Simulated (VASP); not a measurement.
Write the native input for VASP 6.6.1 that does the following.

| Item | Value |
| --- | --- |
| Task | single point |
| Functional | PBEsol |
| Potentials or basis | VASP PAW PBE potentials, release 64 (Ti_sv) |
| Cutoff | 520 eV |
| k mesh | 16 × 16 × 16 |
| Occupations | fermi-dirac, width 0.05 eV |
| Spin | no spin polarisation |
| Dipole correction | no |
| Further INCAR settings | ALGO = Normal; EDIFF = 1e-07; NBANDS = 19 |

The structure of Ti lies in POSCAR:

```
Ti
1.0
   -2.3530670311      2.3530670311      1.3500689472
    2.3530670311     -2.3530670311      1.3500689472
    2.3530670311      2.3530670311     -1.3500689472
Ti
2
Direct
   -0.3750000000     -0.1250000000     -0.2500000000
    0.3750000000      0.1250000000      0.2500000000
```

The input as run:

INCAR

```
ALGO     = Normal         # electronic algorithm
EDIFF    = 1E-7           # SCF threshold, eV
ENCUT    = 520            # plane-wave cutoff, eV
GGA      = PS             # functional
ISIF     = 2              # what is computed and relaxed
ISMEAR   = -1             # smearing method
LASPH    = True           # aspherical terms in the spheres
LCHARG   = False          # write CHGCAR
LREAL    = False          # projectors in reciprocal space
LWAVE    = False          # write WAVECAR
NBANDS   = 19             # bands
NELM     = 60             # most SCF steps
PREC     = Accurate       # precision mode
SIGMA    = 0.05           # smearing width, eV
```

KPOINTS

```
k-points
0
Gamma
  16 16 16
```

Potentials or basis: VASP PAW PBE potentials, release 64 (Ti_sv).

Command:

```bash
$ cat potpaw_PBE.64/Ti_sv/POTCAR > POTCAR
$ mpirun -np 1 vasp_std > vasp.out
```

It gave:

The pressure is 12.9 GPa and the band gap on the k mesh is zero (band 12 reaches 9.92 eV, above the bottom of band 13 at 8.91 eV).

Caveat: the PAW data sets were made with another functional, which shifts forces and pressure a little.

Run time: 110 s on 1 thread of Intel(R) Xeon(R) 6975P-C (Granite Rapids) (shared host), peak memory 0.28 GiB.
